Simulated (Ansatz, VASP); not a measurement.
## One calculation of TiCo, two programs

Contents of INCAR:

```
SYSTEM = TiCo
ALGO = Normal
EDIFF = 1E-6
ENCUT = 520
GGA = PE
ISIF = 2
ISMEAR = -1
ISPIN = 2
LASPH = .True.
LCHARG = .False.
LMAXMIX = 4
LORBIT = 11
LREAL = .False.
LWAVE = .False.
MAGMOM = 0 2.5
NBANDS = 22
NELM = 150
PREC = Accurate
SIGMA = 0.1
```

File KPOINTS:

```
k-points
0
Gamma
  10 10 10
  0 0 0
```

File POSCAR:

```
TiCo
1.0
    3.0107907225      0.0000000000      0.0000000000
    0.0000000000      3.0107907225      0.0000000000
    0.0000000000      0.0000000000      3.0107907225
Ti Co
1 1
Direct
    0.0000000000      0.0000000000      0.0000000000
    0.5000000000      0.5000000000      0.5000000000
```

Input for Ansatz:

```yaml
crystal:
  lattice:
    - [3.0107907224976045, 0.0, 0.0]
    - [0.0, 3.0107907224976045, 0.0]
    - [0.0, 0.0, 3.0107907224976045]
  atoms:
    - { symbol: Ti, position: [0.0, 0.0, 0.0] }
    - { symbol: Co, position: [0.5, 0.5, 0.5], spin: 2.5 }
basis:
  ecutwfc: 450.0
kpoints:
  mp_grid:
    grid: [10, 10, 10]
magnetization:
  spin_polarized: true
scf:
  occupations:
    method: fermi_dirac
    width: 0.1
```

Alike in both runs: task single point; functional PBE; k mesh 10 × 10 × 10; occupations fermi-dirac, width 0.1 eV; collinear spin.

```csv
,VASP,Ansatz
version,VASP 6.6.1,Ansatz 0.2.0
potentials or method,"VASP PAW PBE potentials, release 64 (Ti_sv, Co), cutoff 520 eV","plane waves, PAW"
valence electrons in the cell,21,29
```

Ansatz gave:

```
net moment per atom (μB)                                      : 0.42
size of the moment on the site where the two differ most (μB) : 0.99
```

**Question.** Estimate VASP's values.

**Answer.** net moment per atom (μB): 0.42; size of the moment on the site where the two differ most (μB): 0.95.

Site moments also hang on the region over which each program counts them. VASP's potentials hold 21 valence electrons a cell and Ansatz's 29, so a difference there can come from the potentials and not from the codes.
